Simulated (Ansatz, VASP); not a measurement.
**One calculation of TiO2, two programs**

INCAR

```
ALGO = Normal
EDIFF = 1E-6
ENCUT = 520
GGA = PE
ISIF = 2
ISMEAR = 0
ISPIN = 2
LASPH = True
LCHARG = False
LMAXMIX = 4
LORBIT = 11
LREAL = False
LWAVE = False
MAGMOM = 1 1 0 0 0 0
NBANDS = 37
NELM = 150
PREC = Accurate
SIGMA = 0.1
```

The input KPOINTS:

```
k-points
0
Gamma
  6 6 4
```

File POSCAR:

```
TiO2
1.0
    3.4906288206      0.0000000000      0.0000000000
    0.0000000000      3.4906288206      0.0000000000
    0.0000000000      0.0000000000      5.0979471163
Ti O
2 4
Direct
    0.5000000000      0.5000000000      0.5000000000
    0.0000000000      0.0000000000      0.0000000000
    0.0000000000      0.5000000000      0.6932521158
    0.5000000000      0.0000000000      0.8067478842
    0.5000000000      0.0000000000      0.3067478842
    0.0000000000      0.5000000000      0.1932521158
```

Input for Ansatz:

```yaml
crystal:
  lattice:
    - [3.4906288345, 0.0, 0.0]
    - [0.0, 3.4906288345, 0.0]
    - [0.0, 0.0, 5.0979471775]
  atoms:
    - { symbol: Ti, position: [0.5, 0.5, 0.5], spin: 1.0 }
    - { symbol: Ti, position: [0.0, 0.0, 0.0], spin: 1.0 }
    - { symbol: O, position: [0.0, 0.5, 0.6932521125] }
    - { symbol: O, position: [0.5, 0.0, 0.8067478875] }
    - { symbol: O, position: [0.5, 0.0, 0.3067478875] }
    - { symbol: O, position: [0.0, 0.5, 0.1932521125] }
basis:
  ecutwfc: 420
kpoints:
  mp_grid: { grid: [6, 6, 4] }
hamiltonian:
  xc: pbe
scf:
  occupations: { method: gaussian, width: 0.1 }
  lower_state_search: "off"
output:
  forces: true
  stress: true
  eigenvalues: true
  populations: true
magnetization:
  spin_polarized: true
```

Alike in both runs: task single point; functional PBE; k mesh 6 × 6 × 4; occupations gaussian, width 0.1 eV; collinear spin.

|  | VASP | Ansatz |
| --- | --- | --- |
| version | VASP 6.6.1 | Ansatz 0.2.0 |
| potentials or method | VASP PAW PBE potentials, release 64 (Ti_sv, O), cutoff 520 eV | scalar-relativistic, plane waves, PAW |
| valence electrons in the cell | 48 | 48 |

VASP gave:

| Quantity | Value |
| --- | --- |
| gap on the k mesh at the Fermi level (eV) | 1.89 |
| least direct gap on the mesh (eV) | 1.96 |
| pressure (GPa) | -15.2 |
| traceless stress, the component that is largest in VASP (GPa) | 3.17 |
| rms of the force components (eV/Å) | 0.415 |
| net moment per atom (μB) | 0.00 |

Q: Estimate Ansatz's values.

A: gap on the k mesh at the Fermi level (eV): 1.91; least direct gap on the mesh (eV): 1.97; pressure (GPa): -15.7; traceless stress, the component that is largest in VASP (GPa): 3.34; rms of the force components (eV/Å): 0.433; net moment per atom (μB): 0.00.

Atom by atom the forces differ by 0.019 eV/Å (rms over components). With one functional, cell and mesh, what is left measures potentials, basis and numerics. Ansatz's warnings: seeded moment not kept.
